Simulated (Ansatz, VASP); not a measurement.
**Two plane-wave programs on InP**

```
CELL_PARAMETERS angstrom
3.97524 0.00000 0.00000
0.00000 3.97524 0.00000
0.00000 0.00000 2.75316
ATOMIC_POSITIONS crystal
In 0.50000 0.50000 0.72089
P 0.00000 0.00000 0.72038
```

Alike in both runs: functional PBE; k mesh 4 × 4 × 6; occupations gaussian, width 0.1 eV; no spin polarisation.

Ansatz relaxed the structure, and its values are those at the end. VASP's run is a single point on that final structure, the one shown.

|  | VASP | Ansatz |
| --- | --- | --- |
| version | VASP 6.6.1 | Ansatz 0.2.0 |
| potentials or method | VASP PAW PBE potentials, release 64 (In_d, P), cutoff 520 eV | scalar-relativistic, plane waves, PAW |
| valence electrons in the cell | 18 | 18 |

```csv
,VASP,Ansatz,Ansatz less VASP
gap on the k mesh at the Fermi level (eV),none,none,-
pressure (GPa),-0.1,-0.1,+0.03
```

A gap of «none» marks a metal or a gap that the smearing closes. With one functional, cell and mesh, what is left measures potentials, basis and numerics.

The k mesh is coarse, so the values compare programs but aren't converged.
